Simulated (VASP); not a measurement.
Be3GeF2: relaxation of cell and atoms with PBE

The system is Be3GeF2.

```
CELL_PARAMETERS angstrom
3.12077 1.80178 2.54810
-3.12077 1.80178 2.54810
0.00000 -3.60355 2.54810
ATOMIC_POSITIONS crystal
Be 0.00000 0.50000 0.00000
Be 0.50000 0.00000 0.00000
Be 0.00000 0.00000 0.50000
Ge 0.50000 0.50000 0.50000
F 0.75000 0.75000 0.75000
F 0.25000 0.25000 0.25000
```

```
Program                : VASP 6.6.1
Task                   : relaxation of cell and atoms
Functional             : PBE
Potentials or basis    : VASP PAW PBE potentials, release 64 (Be, Ge_d, F)
Cutoff                 : 600 eV
k mesh                 : 4 × 4 × 4
Occupations            : gaussian, width 0.1 eV
Spin                   : no spin polarisation
Dipole correction      : no
Further INCAR settings : ALGO = Normal; EDIFF = 1e-06; IBRION = 2; EDIFFG = -0.04; NSW = 90; ISIF = 3
```

```yaml
Relaxed_volume: 12.79 Å³/atom
Relaxed_cell: a = 4.331 Å, b = 4.331 Å, c = 4.331 Å, α = 78.24°, β = 78.24°, γ = 78.24°
Space_group_after_relaxing_to_0.1_Å: R-3m (No. 166)
Energy_gained_by_relaxing: 484.1 meV/atom
Ionic_steps: 12
Pressure_after_relaxing: 0.3 GPa
Largest_force_after_relaxing: 0.017 eV/Å
Band_gap_on_the_k_mesh: zero (bands 17 and 18 overlap by 0.63 eV)
```

Forces on the atoms (eV/Å):
```
Be   0.000  0.000  0.000
Be   0.000  0.000  0.000
Be   0.000  0.000  0.000
Ge   0.000  0.000  0.000
F    0.000  0.000  0.017
F    0.000  0.000 -0.017
```

The path:
```csv
step,energy change (eV),largest force (eV/Å),pressure (GPa),volume (Å³)
1,0.0000,3.8077,-3.62,85.97
2,-2.1231,1.1885,-6.18,81.49
3,-2.8542,0.2850,-2.04,77.39
4,-2.8987,0.0108,1.45,75.72
5,-2.9017,0.0381,0.78,76.02
6,-2.9007,0.0766,0.23,76.25
7,-2.9012,0.0813,-0.04,76.58
8,-2.9011,0.0858,-0.33,76.89
9,-2.9018,0.0771,-0.27,76.88
10,-2.9034,0.0528,-0.03,76.83
11,-2.9042,0.0073,0.47,76.73
12,-2.9043,0.0174,0.33,76.76
```

Final structure:
```xyz
6
Lattice="2.7328 1.5778 2.9670 -2.7328 1.5778 2.9670 0.0000 -3.1556 2.9670" Properties=species:S:1:pos:R:3 pbc="T T T"
Be   -1.3664    0.7889    1.4835
Be    1.3664    0.7889    1.4835
Be    0.0000   -1.5778    1.4835
Ge    0.0000    0.0000    4.4505
F     0.0000    0.0000    7.0950
F     0.0000    0.0000    1.8060
```

Levels at points of the mesh, in eV from the Fermi level:
| k point | band 13 | band 14 | band 15 | band 16 | band 17 | band 18 | band 19 | band 20 | band 21 |
| --- | --- | --- | --- | --- | --- | --- | --- | --- | --- |
| (0.00, 0.00, 0.00) | -9.81 | -8.98 | -2.83 | -2.83 | -0.22 | 1.26 | 2.46 | 2.46 | 3.26 |
| (0.50, 0.00, 0.00) | -9.90 | -7.84 | -4.19 | -1.66 | -0.05 | 0.86 | 1.33 | 2.46 | 2.73 |
| (0.50, 0.50, 0.00) | -9.79 | -7.58 | -3.38 | -2.68 | -1.20 | 0.12 | 1.77 | 3.37 | 3.62 |
| (0.50, 0.50, 0.50) | -10.03 | -7.46 | -2.85 | -2.85 | -1.95 | 1.20 | 1.20 | 1.98 | 2.06 |

Run time: 5.4 min on 1 thread of Intel Xeon 8259CL, with other jobs on the host, peak memory 0.23 GiB.
